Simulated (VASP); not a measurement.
# Ti2NbC3 (R-3m) in VASP: a series of runs

Ti2NbC3 is run at these levels: PBE; tasks: single point.

Everything below comes from runs of VASP 6.6.1. Logs are shortened: lines on timing, memory, paths and dates and some standing lists are left out, and cuts for length are marked.

**1. The cell of the first run**

Symmetry: R-3m, No. 166, trigonal system. The conventional cell has a = 5.580 Å, b = 5.580 Å, c = 8.917 Å, α = 90.00°, β = 90.00°, γ = 120.00°. Ti (site symmetry 3m) has 3 C at 2.03 Å and 1 Nb at 2.72 Å within 2.8 Å. Nb (site symmetry -3m) has 6 C at 2.19 Å and 2 Ti at 2.72 Å within 2.9 Å. C (site symmetry 2/m) has 2 Ti at 2.03 Å and 2 Nb at 2.19 Å and 4 C at 2.79 Å within 2.8 Å.

The cell was generated, and may not be a known phase.

**2. Single point, PBE**

INCAR

```
SYSTEM = Ti2NbC3
PREC     = Accurate       ! precision mode
ENCUT    = 520            ! plane-wave cutoff, eV
EDIFF    = 1E-7           ! SCF threshold, eV
ISMEAR   = 0              ! smearing method
SIGMA    = 0.1            ! smearing width, eV
LREAL    = .False.        ! projectors in reciprocal space
LASPH    = .True.         ! aspherical terms in the spheres
NELM     = 100            ! most SCF steps
ALGO     = Normal         ! electronic algorithm
ISIF     = 2              ! what is computed and relaxed
LWAVE    = .False.        ! write WAVECAR
LCHARG   = .False.        ! write CHGCAR
GGA      = PE             ! functional
NBANDS   = 34             ! bands
```

KPOINTS

```
regular mesh
0
Gamma
  6 6 6
  0 0 0
```

POSCAR

```
Ti2NbC3
1.0
    2.7901713881      1.6109062032      2.9723459008
   -2.7901713881      1.6109062032      2.9723459008
    0.0000000000     -3.2218124028      2.9723459027
Ti Nb C
2 1 3
Direct
    0.1950522504      0.1950522504      0.1950522504
    0.8049477496      0.8049477496      0.8049477496
    0.5000000000      0.5000000000      0.5000000000
    0.0000000000      0.5000000000      0.5000000000
    0.5000000000      0.0000000000      0.5000000000
    0.5000000000      0.5000000000      0.0000000000
```

Potentials or basis: VASP PAW PBE potentials, release 64 (Ti_sv, Nb_sv, C).

Launch:

```bash
$ cat potpaw_PBE.64/Ti_sv/POTCAR potpaw_PBE.64/Nb_sv/POTCAR potpaw_PBE.64/C/POTCAR > POTCAR
$ mpirun -np 1 vasp_std > vasp.out
```

OUTCAR:

```text
SYSTEM = Ti2NbC3
   PREC = Accurate
   ENCUT = 520
   EDIFF = 1E-7
   ISMEAR = 0
   LREAL = .False.
   LASPH = .True.
   NELM = 100
   ISIF = 2
   GGA = PE

 ion  position               nearest neighbor table
   1  0.195  0.195  0.195-   4 2.03   5 2.03   6 2.03   3 2.72
   2  0.805  0.805  0.805-   4 2.03   5 2.03   6 2.03   3 2.72
   3  0.500  0.500  0.500-   6 2.19   6 2.19   4 2.19   5 2.19   5 2.19   4 2.19   1 2.72   2 2.72

   4  0.000  0.500  0.500-   1 2.03   2 2.03   3 2.19   3 2.19
   5  0.500  0.000  0.500-   1 2.03   2 2.03   3 2.19   3 2.19
   6  0.500  0.500  0.000-   1 2.03   2 2.03   3 2.19   3 2.19

  LATTYP: Found a trigonal (rhomboedric) cell.
 ALAT       =     4.3834821004
 COS(alpha) =     0.1896861117

  Lattice vectors:

 A1 = (   2.7901713881,   1.6109062032,   2.9723459008)
 A2 = (  -2.7901713881,   1.6109062032,   2.9723459008)
 A3 = (   0.0000000000,  -3.2218124028,   2.9723459027)

Analysis of symmetry for initial positions (statically):
=====================================================================
 Subroutine PRICEL returns:
 Original cell was already a primitive cell.

 Routine SETGRP: Setting up the symmetry group for a
 trigonal (rhombohedral) supercell.

 Subroutine GETGRP returns: Found 12 space group operations
 (whereof 12 operations were pure point group operations)
 out of a pool of 12 trial point group operations.

The static configuration has the point symmetry D_3d.

Analysis of symmetry for dynamics (positions and initial velocities):
=====================================================================
 Subroutine PRICEL returns:
 Original cell was already a primitive cell.

 Routine SETGRP: Setting up the symmetry group for a
 trigonal (rhombohedral) supercell.

 Subroutine GETGRP returns: Found 12 space group operations
 (whereof 12 operations were pure point group operations)
 out of a pool of 12 trial point group operations.

The dynamic configuration has the point symmetry D_3d.

 Subroutine INISYM returns: Found 12 space group operations
 (whereof 12 operations are pure point group operations),
 and found     1 'primitive' translations

----------------------------------------------------------------------------------------

                                     Primitive cell

  volume of cell :      80.1589

  direct lattice vectors                    reciprocal lattice vectors
     2.790171388  1.610906203  2.972345901     0.179200461  0.103461435  0.112144866
    -2.790171388  1.610906203  2.972345901    -0.179200461  0.103461435  0.112144866
     0.000000000 -3.221812403  2.972345903     0.000000000 -0.206922869  0.112144866

  length of vectors
     4.383482100  4.383482100  4.383482100     0.235358333  0.235358333  0.235358333

  position of ions in fractional coordinates (direct lattice)
     0.195052250  0.195052250  0.195052250
     0.804947750  0.804947750  0.804947750
     0.500000000  0.500000000  0.500000000
     0.000000000  0.500000000  0.500000000
     0.500000000  0.000000000  0.500000000
     0.500000000  0.500000000  0.000000000

  ion indices of the primitive-cell ions
   primitive index   ion index
                 1           1
                 2           2
                 3           3
                 4           4
                 5           5
                 6           6

----------------------------------------------------------------------------------------

 KPOINTS: regular mesh

Automatic generation of k-mesh.
 Grid dimensions read from file:
 generate k-points for:    6    6    6

 Generating k-lattice:

  Cartesian coordinates                     Fractional coordinates (reciprocal lattice)
     0.029866744  0.017243572  0.018690811     0.166666667  0.000000000  0.000000000
    -0.029866744  0.017243572  0.018690811     0.000000000  0.166666667  0.000000000
     0.000000000 -0.034487145  0.018690811     0.000000000  0.000000000  0.166666667

  Length of vectors
     0.039226389  0.039226389  0.039226389

  Shift w.r.t. Gamma in fractional coordinates (k-lattice)
     0.000000000  0.000000000  0.000000000

 Subroutine IBZKPT returns following result:
 ===========================================

 Found     32 irreducible k-points:

 Following reciprocal coordinates:
            Coordinates               Weight
  0.000000  0.000000  0.000000      1.000000
  0.166667  0.000000  0.000000      6.000000
  0.333333  0.000000  0.000000      6.000000
  0.500000  0.000000  0.000000      3.000000
  0.166667  0.166667  0.000000      6.000000
  0.333333  0.166667  0.000000     12.000000
[... 16 lines left out ...]
  0.500000  0.500000  0.166667      6.000000
 -0.333333  0.500000  0.166667     12.000000
 [... further k-points ...]
   k-points           NKPTS =     32   k-points in BZ     NKDIM =     32   number of bands    NBANDS=     34
   number of dos      NEDOS =    301   number of ions     NIONS =      6
   total plane-waves  NPLWV =  46656
   dimension x,y,z NGX =    36 NGY =   36 NGZ =   36
   dimension x,y,z NGXF=    72 NGYF=   72 NGZF=   72
   ions per type =               2   1   3
   NGX,Y,Z   is equivalent  to a cutoff of  13.65, 13.65, 13.65 a.u.
   NGXF,Y,Z  is equivalent  to a cutoff of  27.31, 27.31, 27.31 a.u.
 SYSTEM =  Ti2NbC3
   PREC   = accura    normal or accurate (medium, high low for compatibility)
   ISTART =      0    job   : 0-new  1-cont  2-samecut
   ICHARG =      2    charge: 1-file 2-atom 10-const
   ISPIN  =      1    spin polarized calculation?
   LNONCOLLINEAR =      F non collinear calculations
   LSORBIT =      F    spin-orbit coupling
   LASPH  =      T    aspherical Exc in radial PAW
   ENCUT  =  520.0 eV  38.22 Ry    6.18 a.u.   8.15  8.15  8.15*2*pi/ulx,y,z
   NELM   =    100;   NELMIN=  2; NELMDL= -5     # of ELM steps
   EDIFF  = 0.1E-06   stopping-criterion for ELM
   LREAL  =      F    real-space projection
   EDIFFG = 0.1E-05   stopping-criterion for IOM
   NSW    =      0    number of steps for IOM
   IBRION =     -1    ionic relax: 0-MD 1-quasi-New 2-CG
   NFREE  =      0    steps in history (QN), initial steepest desc. (CG)
   ISIF   =      2    stress and relaxation
   ISYM   =      2    0-nonsym 1-usesym 2-fastsym
   POTIM  = 0.5000    time-step for ionic-motion
   TEBEG  =    0.0;   TEEND  =   0.0 temperature during run
   PSTRESS=    0.0 pullay stress
   NELECT =      49.0000    total number of electrons
   NUPDOWN=      -1.0000    fix difference up-down
   EMIN   =  10.00;   EMAX   =-10.00  energy-range for DOS
   EFERMI =   0.00;   METHOD = LEGACY
   ISMEAR =     0;   SIGMA  =   0.10  broadening in eV -4-tet -1-fermi 0-gaus
   EFERMI_NEDOS =   21; number of points for ismear=-14 and -15
   IALGO  =     38    algorithm
   IMIX   =      4    mixing-type and parameters
     AMIX     =   0.40;   BMIX     =  1.00
     AMIX_MAG =   1.60;   BMIX_MAG =  1.00
  volume/ion in A,a.u.               =      13.36        90.16
  Fermi-wavevector in a.u.,A,eV,Ry     =   1.389386  2.625559 26.264601  1.930394
  Thomas-Fermi vector in A             =   2.513422
   LORBIT       =      0    0 simple, 1 ext, 2 COOP (PROOUT), +10 PAW based schemes
   GGA     = PE    functional components
   LHFCALC =     F    Hartree Fock is set to
   AEXX    =    0.0000 exact exchange contribution
   IVDW    =     0    specifies the selected vdW correction
   LEPSILON=     F    determine dielectric tensor
   LRPA    =     F    only Hartree local field effects (RPA)
 non-spin polarized calculation
 Gauss-broadening in eV      SIGMA  =   0.10
  energy-cutoff  :      520.00
  volume of cell :       80.16
 maximum number of plane-waves:      2179
 NGX is ok and might be reduce to    36
   NGX = 17   NGY = 17   NGZ = 17

 number of electron      48.9999992 magnetization

 Free energy of the ion-electron system (eV)
  ---------------------------------------------------
  ext. energy  EPLUGINS =         0.00000000
  ---------------------------------------------------
  free energy    TOTEN  =       -52.24231546 eV

  energy without entropy =      -52.22014354  energy(sigma->0) =      -52.23122950

 E-fermi :   7.8321     XC(G=0): -11.3303

 val. band max:        7.8259395234   @ k =   0.5000   0.3333   0.3333
 cond. band min:       7.8406412455   @ k =  -0.1667   0.1667   0.1667
 fundamental gap:      0.0147017221
 Fermi energy:         7.8320735769

 k-point     1 :       0.0000    0.0000    0.0000
  band No.  band energies     occupation
      1     -49.1523      2.00000
      2     -49.1335      2.00000
      3     -47.1994      2.00000
      4     -25.4929      2.00000
      5     -25.4929      2.00000
      6     -25.4813      2.00000
[... 26 lines left out ...]
     33      11.2743      0.00000
     34      11.6135      0.00000

 k-point     2 :       0.1667    0.0000    0.0000
  band No.  band energies     occupation
      1     -49.1511      2.00000
      2     -49.1346      2.00000
      3     -47.1996      2.00000
      4     -25.4933      2.00000
      5     -25.4917      2.00000
      6     -25.4901      2.00000
[... 26 lines left out ...]
     33      11.0685      0.00000
     34      11.4926      0.00000

 k-point     3 :       0.3333    0.0000    0.0000
  band No.  band energies     occupation
      1     -49.1478      2.00000
      2     -49.1373      2.00000
      3     -47.1999      2.00000
      4     -25.5029      2.00000
      5     -25.4941      2.00000
      6     -25.4845      2.00000
[... 26 lines left out ...]
     33      10.8532      0.00000
     34      11.4865      0.00000

 k-point     4 :       0.5000    0.0000    0.0000
  band No.  band energies     occupation
      1     -49.1452      2.00000
      2     -49.1397      2.00000
      3     -47.2001      2.00000
      4     -25.5082      2.00000
      5     -25.4945      2.00000
      6     -25.4761      2.00000
[... 26 lines left out ...]
     33      11.0054      0.00000
     34      11.7207      0.00000

 k-point     5 :       0.1667    0.1667    0.0000
  band No.  band energies     occupation
      1     -49.1504      2.00000
      2     -49.1350      2.00000
      3     -47.1997      2.00000
      4     -25.5018      2.00000
      5     -25.5001      2.00000
      6     -25.4868      2.00000
[... 621 lines left out ...]
 k-point    22 :      -0.1667    0.3333    0.1667
  band No.  band energies     occupation
      1     -49.1457      2.00000
      2     -49.1390      2.00000
      3     -47.2002      2.00000
      4     -25.5121      2.00000
      5     -25.5054      2.00000
      6     -25.4722      2.00000
[... 26 lines left out ...]
     33      11.1194      0.00000
     34      11.4467      0.00000

 k-point    23 :       0.5000    0.5000    0.1667
  band No.  band energies     occupation
      1     -49.1452      2.00000
      2     -49.1387      2.00000
      3     -47.2007      2.00000
      4     -25.5147      2.00000
      5     -25.5144      2.00000
      6     -25.4800      2.00000
[... 26 lines left out ...]
     33      11.1194      0.00000
     34      11.3416      0.00000

 k-point    24 :      -0.3333    0.5000    0.1667
  band No.  band energies     occupation
      1     -49.1436      2.00000
      2     -49.1405      2.00000
      3     -47.2006      2.00000
      4     -25.5224      2.00000
      5     -25.5111      2.00000
      6     -25.4777      2.00000
[... 26 lines left out ...]
     33      11.2586      0.00000
     34      11.6655      0.00000

 [... further k-points ...]
[... 5 lines left out ...]
  --------------------------------------------------------------------------------------
  -------------------------------------------------------------------------------------
  Total        0.0085083      0.0085083     -0.0129696     -0.0000000     -0.0000000     -0.0000000
  in kB        0.1700602      0.1700602     -0.2592301     -0.0000000     -0.0000000     -0.0000000
  external PRESSURE =       0.0269635 kB  Pullay stress =       0.0000000 kB

 VOLUME and BASIS-vectors are now :
 -----------------------------------------------------------------------------
  energy-cutoff  :      520.00
  volume of cell :       80.16
      direct lattice vectors                 reciprocal lattice vectors
     2.790171388  1.610906203  2.972345901     0.179200461  0.103461435  0.112144866
    -2.790171388  1.610906203  2.972345901    -0.179200461  0.103461435  0.112144866
     0.000000000 -3.221812403  2.972345903     0.000000000 -0.206922869  0.112144866

 POSITION                                       TOTAL-FORCE (eV/Angst)
 -----------------------------------------------------------------------------------
      0.00000      0.00000      1.73929        -0.000000     -0.000000     -0.021291
      0.00000      0.00000      7.17775        -0.000000      0.000000      0.021291
      0.00000      0.00000      4.45852        -0.000000     -0.000000      0.000000
     -1.39509     -0.80545      2.97235         0.000000     -0.000000      0.000000
      1.39509     -0.80545      2.97235         0.000000     -0.000000      0.000000
      0.00000      1.61091      2.97235        -0.000000     -0.000000      0.000000
 -----------------------------------------------------------------------------------
    total drift:                               -0.000000      0.000000     -0.000000

  FREE ENERGIE OF THE ION-ELECTRON SYSTEM (eV)
  ---------------------------------------------------
  free  energy   TOTEN  =       -52.2423154644 eV

  energy  without entropy=      -52.2201435438  energy(sigma->0) =      -52.23122950
```

It took 3.5 min on 1 thread of AMD EPYC 7R13, shared host; peak memory 0.25 GiB.

Results:

```
Free energy            : -52.2423 eV
Pressure               : 0.0 GPa
Largest force          : 0.021 eV/Å
Band gap on the k mesh : zero (an odd number of electrons rules out a gap without spin polarisation)
```

Forces on the atoms (eV/Å):
```
Ti   0.000  0.000 -0.021
Ti   0.000  0.000  0.021
Nb   0.000  0.000  0.000
C    0.000  0.000  0.000
C    0.000  0.000  0.000
C    0.000  0.000  0.000
```

Caveat: an odd number of electrons without spin polarisation forces a metal; a magnetic or distorted state may lie lower.

**3. Single point, PBE**

This run uses another cell than the first one, of 15.27 Å³/atom.

INCAR

```
SYSTEM = Ti2NbC3
PREC = Accurate
ENCUT = 520
EDIFF = 1E-6
ISMEAR = 0
SIGMA = 0.1
LREAL = .FALSE.
LASPH = .TRUE.
NELM = 60
ALGO = Normal
ISIF = 2
LWAVE = .FALSE.
LCHARG = .TRUE.
GGA = PE
LELF = .TRUE.
LVHAR = .TRUE.
NBANDS = 34
```

KPOINTS

```
Automatic mesh
0
G
  6 6 6
  0 0 0
```

POSCAR

```
Ti2NbC3
1.0
    2.5124194900      1.4505460700      4.1908023100
   -2.5124194900      1.4505460700      4.1908023100
    0.0000000000     -2.9010921300      4.1908023100
Ti Nb C
2 1 3
Direct
    0.1222017900      0.1222017900      0.1222017900
    0.8777982100      0.8777982100      0.8777982100
    0.5000000000      0.5000000000      0.5000000000
    0.0000000000      0.5000000000      0.5000000000
    0.5000000000      0.0000000000      0.5000000000
    0.5000000000      0.5000000000      0.0000000000
```

Potentials or basis: VASP PAW PBE potentials, release 64 (Ti_sv, Nb_sv, C).

Launch:

```bash
$ cat potpaw_PBE.64/Ti_sv/POTCAR potpaw_PBE.64/Nb_sv/POTCAR potpaw_PBE.64/C/POTCAR > POTCAR
$ mpirun -np 1 vasp_std > vasp.out
```

It took 3.9 min on 1 thread of AMD EPYC 7R13, shared host; peak memory 0.29 GiB.

Results (log left out):

```yaml
Free_energy: -43.9275 eV
Pressure: -33.4 GPa
Largest_force: 0.040 eV/Å
Band_gap_on_the_k_mesh: zero (an odd number of electrons rules out a gap without spin polarisation)
```

Forces on the atoms (eV/Å):
```
Ti   0.000  0.000  0.040
Ti   0.000  0.000 -0.040
Nb   0.000  0.000  0.000
C    0.000  0.000  0.000
C    0.000  0.000  0.000
C    0.000  0.000  0.000
```

Stress tensor (GPa, compression positive):
```
-26.28   0.00   0.00
  0.00 -26.28   0.00
  0.00   0.00 -47.65
```

Levels at points of the mesh, in eV from the Fermi level:
```csv
k point,band 22,band 23,band 24,band 25,band 26,band 27
"(0.00, 0.00, 0.00)",-1.70,-0.72,-0.72,0.10,0.42,0.42
"(0.50, 0.00, 0.00)",-1.21,-1.16,-0.63,-0.33,-0.17,0.69
"(0.50, 0.50, 0.00)",-0.94,-0.76,-0.13,0.19,0.39,0.89
"(0.50, 0.50, 0.50)",-0.36,0.01,0.21,0.21,0.40,0.40
```

Caveat: the stress differs along the axes, from -48 to -26 GPa; an odd number of electrons without spin polarisation forces a metal; a magnetic or distorted state may lie lower.

(Continued in part 2 of 2.)
